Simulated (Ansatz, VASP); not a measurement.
**KI: VASP beside Ansatz**

File INCAR:

```
SYSTEM = KI
ALGO = Normal
EDIFF = 1E-6
ENCUT = 520
GGA = PS
ISIF = 2
ISMEAR = -1
LASPH = .TRUE.
LCHARG = .TRUE.
LELF = .TRUE.
LREAL = .FALSE.
LVHAR = .TRUE.
LWAVE = .FALSE.
NBANDS = 15
NELM = 100
PREC = Accurate
SIGMA = 0.05
```

KPOINTS

```
k-points
0
G
  6 6 6
  0 0 0
```

POSCAR

```
KI
1.0
    0.0000000000      3.4621195000      3.5327750000
    3.4621195000      0.0000000000      3.5327750000
    3.4621195000      3.4621195000      0.0000000000
I K
1 1
Direct
    0.5000000000      0.5000000000      0.5000000000
    0.0000000000      0.0000000000      0.0000000000
```

Contents of input.yaml:

```yaml
crystal:
  lattice:
    - [0.0, 3.4621195, 3.532775]
    - [3.4621195, 0.0, 3.532775]
    - [3.4621195, 3.4621195, 0.0]
  atoms:
    - { symbol: I, position: [0.5, 0.5, 0.5] }
    - { symbol: K, position: [0.0, 0.0, 0.0] }
hamiltonian:
  xc: pbesol
  pseudopotentials: { kind: paw }
kpoints:
  mp_grid: { grid: [6, 6, 6] }
  band_path:
    path:
      - [[0.0, 0.0, 0.0], [-0.5, 0.0, -0.5], [-0.5, -0.2401, -0.7401], [-0.37005, -0.37005, -0.7401], [0.0, 0.0, 0.0], [0.5, 0.5, 0.0], [0.37005, 0.37005, -0.2599], [0.0, 0.0, -0.5], [-0.25, 0.25, -0.5], [0.2401, 0.5, -0.2599], [0.5, 0.5, 0.0]]
      - [[-0.5, 0.0, -0.5], [-0.25, 0.25, -0.5]]
    npoints: 14
scf:
  occupations: { method: fermi_dirac, width: 0.05 }
  n_extra_bands: 6
output:
  forces: true
  stress: true
  eigenvalues: true
  fatbands: false
```

Alike in both runs: functional PBEsol; k mesh 6 × 6 × 6; occupations fermi-dirac, width 0.05 eV; no spin polarisation.

|  | VASP | Ansatz |
| --- | --- | --- |
| version | VASP 6.6.1 | Ansatz 0.2.0 |
| potentials or method | VASP PAW PBE potentials, release 64 (I, K_sv) | Ansatz PAW |
| plane-wave cutoff (eV) | 520 | 420 |
| valence electrons in the cell | 16 | 26 |
| task | single point | band structure |

|  | VASP | Ansatz | Ansatz less VASP |
| --- | --- | --- | --- |
| gap on the k mesh at the Fermi level (eV) | 3.90 | 3.90 | +0.006 |
| least direct gap on the mesh (eV) | 3.90 | 3.90 | +0.006 |
| pressure (GPa) | 0.3 | 0.2 | -0.04 |
| traceless stress, the component that is largest in VASP (GPa) | -0.37 | -0.37 | +0.006 |

VASP's potentials were made for PBE, not for PBEsol. With one functional, cell and mesh, what is left measures potentials, basis and numerics. VASP's potentials hold 16 valence electrons a cell and Ansatz's 26, so a difference there can come from the potentials and not from the codes.

Spin-orbit coupling is off throughout.
